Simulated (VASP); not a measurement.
# Sr (Im-3m) in VASP: a series of runs

Runs on Sr. Level: PBEsol. Tasks: single point, relaxation of volume and atoms at fixed shape.

Program: VASP 6.6.1. These are calculated values, not measurements. Logs are shortened: lines on timing, memory, paths and dates and some standing lists are left out, and cuts for length are marked.

### 1 The cell of the first run

It takes space group Im-3m (No. 229, cubic). Conventional cell: a = 4.672 Å, b = 4.672 Å, c = 4.672 Å, α = 90.00°, β = 90.00°, γ = 90.00°. Sr (site symmetry m-3m) has 14 Sr at 4.05 to 4.67 Å within 5.3 Å.

### 2 Single point, PBEsol

The input, INCAR:

```
SYSTEM = Sr
PREC     = Accurate       ! precision mode
ENCUT    = 500            ! plane-wave cutoff, eV
EDIFF    = 1E-6           ! SCF threshold, eV
ISMEAR   = 1              ! smearing method
SIGMA    = 0.1            ! smearing width, eV
LREAL    = .False.        ! projectors in reciprocal space
LASPH    = .True.         ! aspherical terms in the spheres
NELM     = 120            ! most SCF steps
ALGO     = Normal         ! electronic algorithm
ISIF     = 2              ! what is computed and relaxed
LWAVE    = .False.        ! write WAVECAR
LCHARG   = .False.        ! write CHGCAR
GGA      = PS             ! functional
NBANDS   = 11             ! bands
GGA_COMPAT= .False.
```

The input, KPOINTS:

```
regular mesh
0
Gamma
  7 7 7
  0 0 0
```

The input, POSCAR:

```
Sr
1.0
   -2.3358303435      2.3358303435      2.3358303435
    2.3358303435     -2.3358303435      2.3358303435
    2.3358303435      2.3358303435     -2.3358303435
Sr
1
Direct
    0.0000000000      0.0000000000      0.0000000000
```

Potentials or basis: VASP PAW PBE potentials, release 64 (Sr_sv).

Command:

```bash
$ cat potpaw_PBE.64/Sr_sv/POTCAR > POTCAR
$ mpirun -np 1 vasp_std > vasp.out
```

OUTCAR:

```text
SYSTEM = Sr
   PREC = Accurate
   ENCUT = 500
   EDIFF = 1E-6
   ISMEAR = 1
   LREAL = .False.
   LASPH = .True.
   NELM = 120
   ISIF = 2
   GGA = PS

 ion  position               nearest neighbor table
   1  0.000  0.000  0.000-

  LATTYP: Found a body centered cubic cell.
 ALAT       =     4.6716606870

  Lattice vectors:

 A1 = (  -2.3358303435,   2.3358303435,   2.3358303435)
 A2 = (   2.3358303435,  -2.3358303435,   2.3358303435)
 A3 = (   2.3358303435,   2.3358303435,  -2.3358303435)

Analysis of symmetry for initial positions (statically):
=====================================================================
 Subroutine PRICEL returns:
 Original cell was already a primitive cell.

 Routine SETGRP: Setting up the symmetry group for a
 body centered cubic supercell.

 Subroutine GETGRP returns: Found 48 space group operations
 (whereof 48 operations were pure point group operations)
 out of a pool of 48 trial point group operations.

The static configuration has the point symmetry O_h .

Analysis of symmetry for dynamics (positions and initial velocities):
=====================================================================
 Subroutine PRICEL returns:
 Original cell was already a primitive cell.

 Routine SETGRP: Setting up the symmetry group for a
 body centered cubic supercell.

 Subroutine GETGRP returns: Found 48 space group operations
 (whereof 48 operations were pure point group operations)
 out of a pool of 48 trial point group operations.

The dynamic configuration has the point symmetry O_h .

 Subroutine INISYM returns: Found 48 space group operations
 (whereof 48 operations are pure point group operations),
 and found     1 'primitive' translations

----------------------------------------------------------------------------------------

                                     Primitive cell

  volume of cell :      50.9781

  direct lattice vectors                    reciprocal lattice vectors
    -2.335830344  2.335830344  2.335830344     0.000000000  0.214056642  0.214056642
     2.335830344 -2.335830344  2.335830344     0.214056642  0.000000000  0.214056642
     2.335830344  2.335830344 -2.335830344     0.214056642  0.214056642  0.000000000

  length of vectors
     4.045776833  4.045776833  4.045776833     0.302721806  0.302721806  0.302721806

  position of ions in fractional coordinates (direct lattice)
     0.000000000  0.000000000  0.000000000

  ion indices of the primitive-cell ions
   primitive index   ion index
                 1           1

----------------------------------------------------------------------------------------

 KPOINTS: regular mesh

Automatic generation of k-mesh.
 Grid dimensions read from file:
 generate k-points for:    7    7    7

 Generating k-lattice:

  Cartesian coordinates                     Fractional coordinates (reciprocal lattice)
     0.000000000  0.030579520  0.030579520     0.142857143  0.000000000  0.000000000
     0.030579520  0.000000000  0.030579520     0.000000000  0.142857143  0.000000000
     0.030579520  0.030579520  0.000000000     0.000000000  0.000000000  0.142857143

  Length of vectors
     0.043245972  0.043245972  0.043245972

  Shift w.r.t. Gamma in fractional coordinates (k-lattice)
     0.000000000  0.000000000  0.000000000

 Subroutine IBZKPT returns following result:
 ===========================================

 Found     20 irreducible k-points:

 Following reciprocal coordinates:
            Coordinates               Weight
  0.000000  0.000000  0.000000      1.000000
  0.142857  0.000000  0.000000     12.000000
  0.285714  0.000000  0.000000     12.000000
  0.428571  0.000000  0.000000     12.000000
  0.142857  0.142857  0.000000     24.000000
  0.285714  0.142857  0.000000     48.000000
[... 12 lines left out ...]
 -0.428571 -0.428571  0.285714      8.000000
 -0.428571  0.428571  0.428571      6.000000
   k-points           NKPTS =     20   k-points in BZ     NKDIM =     20   number of bands    NBANDS=     11
   number of dos      NEDOS =    301   number of ions     NIONS =      1
   total plane-waves  NPLWV =  27000
   dimension x,y,z NGX =    30 NGY =   30 NGZ =   30
   dimension x,y,z NGXF=    60 NGYF=   60 NGZF=   60
   ions per type =               1
   NGX,Y,Z   is equivalent  to a cutoff of  12.33, 12.33, 12.33 a.u.
   NGXF,Y,Z  is equivalent  to a cutoff of  24.65, 24.65, 24.65 a.u.
 SYSTEM =  Sr
   PREC   = accura    normal or accurate (medium, high low for compatibility)
   ISTART =      0    job   : 0-new  1-cont  2-samecut
   ICHARG =      2    charge: 1-file 2-atom 10-const
   ISPIN  =      1    spin polarized calculation?
   LNONCOLLINEAR =      F non collinear calculations
   LSORBIT =      F    spin-orbit coupling
   LASPH  =      T    aspherical Exc in radial PAW
   ENCUT  =  500.0 eV  36.75 Ry    6.06 a.u.   7.38  7.38  7.38*2*pi/ulx,y,z
   NELM   =    120;   NELMIN=  2; NELMDL= -5     # of ELM steps
   EDIFF  = 0.1E-05   stopping-criterion for ELM
   LREAL  =      F    real-space projection
   EDIFFG = 0.1E-04   stopping-criterion for IOM
   NSW    =      0    number of steps for IOM
   IBRION =     -1    ionic relax: 0-MD 1-quasi-New 2-CG
   NFREE  =      0    steps in history (QN), initial steepest desc. (CG)
   ISIF   =      2    stress and relaxation
   ISYM   =      2    0-nonsym 1-usesym 2-fastsym
   POTIM  = 0.5000    time-step for ionic-motion
   TEBEG  =    0.0;   TEEND  =   0.0 temperature during run
   PSTRESS=    0.0 pullay stress
   NELECT =      10.0000    total number of electrons
   NUPDOWN=      -1.0000    fix difference up-down
   EMIN   =  10.00;   EMAX   =-10.00  energy-range for DOS
   EFERMI =   0.00;   METHOD = LEGACY
   ISMEAR =     1;   SIGMA  =   0.10  broadening in eV -4-tet -1-fermi 0-gaus
   EFERMI_NEDOS =   21; number of points for ismear=-14 and -15
   IALGO  =     38    algorithm
   IMIX   =      4    mixing-type and parameters
     AMIX     =   0.40;   BMIX     =  1.00
     AMIX_MAG =   1.60;   BMIX_MAG =  1.00
  volume/ion in A,a.u.               =      50.98       344.02
  Fermi-wavevector in a.u.,A,eV,Ry     =   0.951218  1.797542 12.310773  0.904816
  Thomas-Fermi vector in A             =   2.079668
   LORBIT       =      0    0 simple, 1 ext, 2 COOP (PROOUT), +10 PAW based schemes
   GGA     = PS    functional components
   LHFCALC =     F    Hartree Fock is set to
   AEXX    =    0.0000 exact exchange contribution
   IVDW    =     0    specifies the selected vdW correction
   LEPSILON=     F    determine dielectric tensor
   LRPA    =     F    only Hartree local field effects (RPA)
 non-spin polarized calculation
 Methfessel and Paxton  Order N= 1 SIGMA  =   0.10
  energy-cutoff  :      500.00
  volume of cell :       50.98
 maximum number of plane-waves:      1310
 NGX is ok and might be reduce to    30
   NGX = 15   NGY = 15   NGZ = 15

 number of electron      10.0000000 magnetization

 Free energy of the ion-electron system (eV)
  ---------------------------------------------------
  ext. energy  EPLUGINS =         0.00000000
  ---------------------------------------------------
  free energy    TOTEN  =        -1.84148718 eV

  energy without entropy =       -1.84185911  energy(sigma->0) =       -1.84161116

 E-fermi :   1.7213     XC(G=0):  -7.6685

 val. band max:        1.7066688532   @ k =  -0.4286  -0.4286   0.2857
 cond. band min:       1.8790602574   @ k =  -0.4286  -0.4286   0.1429
 fundamental gap:      0.1723914043
 Fermi energy:         1.7212573947

 k-point     1 :       0.0000    0.0000    0.0000
  band No.  band energies     occupation
      1     -34.6265      2.00000
      2     -16.5095      2.00000
      3     -16.5095      2.00000
      4     -16.5095      2.00000
      5      -2.0112      2.00000
      6       4.2071      0.00000
      7       4.2071      0.00000
      8       4.2071      0.00000
      9       5.6416      0.00000
     10       5.6416      0.00000
     11      10.1315      0.00000

 k-point     2 :       0.1429    0.0000    0.0000
  band No.  band energies     occupation
      1     -34.6223      2.00000
      2     -16.5606      2.00000
      3     -16.5259      2.00000
      4     -16.5096      2.00000
      5      -1.6421      2.00000
      6       3.9014      0.00000
      7       3.9155      0.00000
      8       4.5736      0.00000
      9       5.3249      0.00000
     10       5.6315      0.00000
     11      10.4342      0.00000

 k-point     3 :       0.2857    0.0000    0.0000
  band No.  band energies     occupation
      1     -34.6130      2.00000
      2     -16.6725      2.00000
      3     -16.5625      2.00000
      4     -16.5099      2.00000
      5      -0.6604      2.00000
      6       2.9952     -0.00000
      7       3.3573     -0.00000
      8       5.4413      0.00000
      9       5.6234      0.00000
     10       5.7556      0.00000
     11       9.6497      0.00000

 k-point     4 :       0.4286    0.0000    0.0000
  band No.  band energies     occupation
      1     -34.6055      2.00000
      2     -16.7594      2.00000
      3     -16.5915      2.00000
      4     -16.5101      2.00000
      5       0.4586      2.00000
      6       2.2456     -0.00000
      7       3.0070     -0.00000
      8       5.5131      0.00000
      9       6.0950      0.00000
     10       7.1051      0.00000
     11       8.3931      0.00000
[... 183 lines left out ...]
 k-point    18 :      -0.4286    0.4286    0.2857
  band No.  band energies     occupation
      1     -34.5951      2.00000
      2     -16.7160      2.00000
      3     -16.6523      2.00000
      4     -16.6259      2.00000
      5       1.3479      2.00000
      6       1.9622     -0.00343
      7       4.0216      0.00000
      8       4.1946      0.00000
      9       5.6347      0.00000
     10       6.7995      0.00000
     11       8.3463      0.00000

 k-point    19 :      -0.4286   -0.4286    0.2857
  band No.  band energies     occupation
      1     -34.5921      2.00000
      2     -16.6994      2.00000
      3     -16.6994      2.00000
      4     -16.6335      2.00000
      5       1.7067      1.24403
      6       1.7067      1.24403
      7       3.6340     -0.00000
      8       5.4135      0.00000
      9       5.4135      0.00000
     10       7.3218      0.00000
     11       7.8130      0.00000

 k-point    20 :      -0.4286    0.4286    0.4286
  band No.  band energies     occupation
      1     -34.5893      2.00000
      2     -16.6944      2.00000
      3     -16.6855      2.00000
      4     -16.6855      2.00000
      5       1.5170      2.01390
      6       1.6435      1.96822
      7       5.1816      0.00000
      8       5.1816      0.00000
      9       5.2299      0.00000
     10       6.8698      0.00000
     11       7.8073      0.00000

------------------------ aborting loop because EDIFF is reached ----------------------------------------

  FORCE on cell =-STRESS in cart. coord.  units (eV):
  Direction    XX          YY          ZZ          XY          YZ          ZX
  --------------------------------------------------------------------------------------
  -------------------------------------------------------------------------------------
  Total       -0.0073337     -0.0073337     -0.0073337      0.0000000      0.0000000      0.0000000
  in kB       -0.2304875     -0.2304875     -0.2304875      0.0000000      0.0000000      0.0000000
  external PRESSURE =      -0.2304875 kB  Pullay stress =       0.0000000 kB

 VOLUME and BASIS-vectors are now :
 -----------------------------------------------------------------------------
  energy-cutoff  :      500.00
  volume of cell :       50.98
      direct lattice vectors                 reciprocal lattice vectors
    -2.335830344  2.335830344  2.335830344     0.000000000  0.214056642  0.214056642
     2.335830344 -2.335830344  2.335830344     0.214056642  0.000000000  0.214056642
     2.335830344  2.335830344 -2.335830344     0.214056642  0.214056642  0.000000000

 POSITION                                       TOTAL-FORCE (eV/Angst)
 -----------------------------------------------------------------------------------
      0.00000      0.00000      0.00000         0.000000     -0.000000      0.000000
 -----------------------------------------------------------------------------------
    total drift:                               -0.000000     -0.000000      0.000000

  FREE ENERGIE OF THE ION-ELECTRON SYSTEM (eV)
  ---------------------------------------------------
  free  energy   TOTEN  =        -1.8414871800 eV

  energy  without entropy=       -1.8418591091  energy(sigma->0) =       -1.84161116
```

Run time: 5.9 s. Hardware: 1 thread of Intel Xeon 6975P-C (Granite Rapids), shared host; peak memory 0.16 GiB.

What came out:

* Free energy: -1.8415 eV
* Pressure: 0.0 GPa
* Band gap on the k mesh: zero (band 5 reaches 2.05 eV, above the bottom of band 6 at 1.64 eV)

Levels at points of the mesh, in eV from the Fermi level:
```csv
k point,band 1,band 2,band 3,band 4,band 5,band 6,band 7,band 8,band 9,band 10
"(0.00, 0.00, 0.00)",-36.35,-18.23,-18.23,-18.23,-3.73,2.49,2.49,2.49,3.92,3.92
```

Caveat: the PAW data sets were made with another functional, which shifts forces and pressure a little.

### 3 Relaxation of volume and atoms at fixed shape, PBEsol

This run uses another cell than the first one, of 57.75 Å³/atom, 1.133 times its volume.

The input, INCAR:

```
PREC = Accurate ; ENCUT = 500
EDIFF = 1E-7 ; ISMEAR = 1
SIGMA = 0.1 ; LREAL = False
LASPH = True ; NELM = 120
ALGO = Normal ; ISIF = 8
LWAVE = False ; LCHARG = False
GGA = PS ; IBRION = 2
NSW = 80 ; EDIFFG = -0.01
GGA_COMPAT = False ; NELMIN = 4
```

The input, KPOINTS:

```
Automatic mesh
0
Gamma
  7 7 7
```

The input, POSCAR:

```
Sr
1.0
   -2.4350000000      2.4350000000      2.4350000000
    2.4350000000     -2.4350000000      2.4350000000
    2.4350000000      2.4350000000     -2.4350000000
Sr
1
Direct
    0.0000000000      0.0000000000      0.0000000000
```

Potentials or basis: VASP PAW PBE potentials, release 64 (Sr_sv).

Command:

```bash
$ cat potpaw_PBE.64/Sr_sv/POTCAR > POTCAR
$ mpirun -np 1 vasp_std > vasp.out
```

Wall time 19 s (1 thread of Intel Xeon 6975P-C (Granite Rapids), shared host); peak memory 0.19 GiB.

It converged, with:

```yaml
Free_energy: -1.8417 eV
Relaxed_volume: 50.89 Å³/atom
Relaxed_cell: a = 4.043 Å, b = 4.043 Å, c = 4.043 Å, α = 109.47°, β = 109.47°, γ = 109.47°
Space_group_after_relaxing_to_0.05_Å: Im-3m (No. 229)
Energy_gained_by_relaxing: 32.0 meV/atom
Ionic_steps: 4
Pressure_after_relaxing: 0.0 GPa
Band_gap_on_the_k_mesh: zero (band 5 reaches 2.06 eV, above the bottom of band 6 at 1.65 eV)
```

The path:
```csv
step,energy change (eV),largest force (eV/Å),pressure (GPa),volume (Å³)
1,0.0000,0.0000,-1.32,57.75
2,-0.0252,0.0000,-0.70,53.86
3,-0.0319,0.0000,-0.09,51.25
4,-0.0320,0.0000,0.01,50.89
```

Final structure:
```cif
data_structure
_symmetry_space_group_name_H-M 'P 1'
_symmetry_Int_Tables_number 1
_cell_length_a 4.0434
_cell_length_b 4.0434
_cell_length_c 4.0434
_cell_angle_alpha 109.471
_cell_angle_beta 109.471
_cell_angle_gamma 109.471
_cell_volume 50.89
loop_
_atom_site_label
_atom_site_type_symbol
_atom_site_fract_x
_atom_site_fract_y
_atom_site_fract_z
_atom_site_occupancy
Sr1 Sr 0.00000 0.00000 0.00000 1
```

Levels at points of the mesh, in eV from the Fermi level:
| k point | band 2 | band 3 | band 4 | band 5 | band 6 | band 7 | band 8 | band 9 |
| --- | --- | --- | --- | --- | --- | --- | --- | --- |
| (0.00, 0.00, 0.00) | -18.23 | -18.23 | -18.23 | -3.73 | 2.49 | 2.49 | 2.49 | 3.93 |

Caveat: the PAW data sets were made with another functional, which shifts forces and pressure a little; the volume moved by -12 % from the deposited cell, more than functionals usually miss.
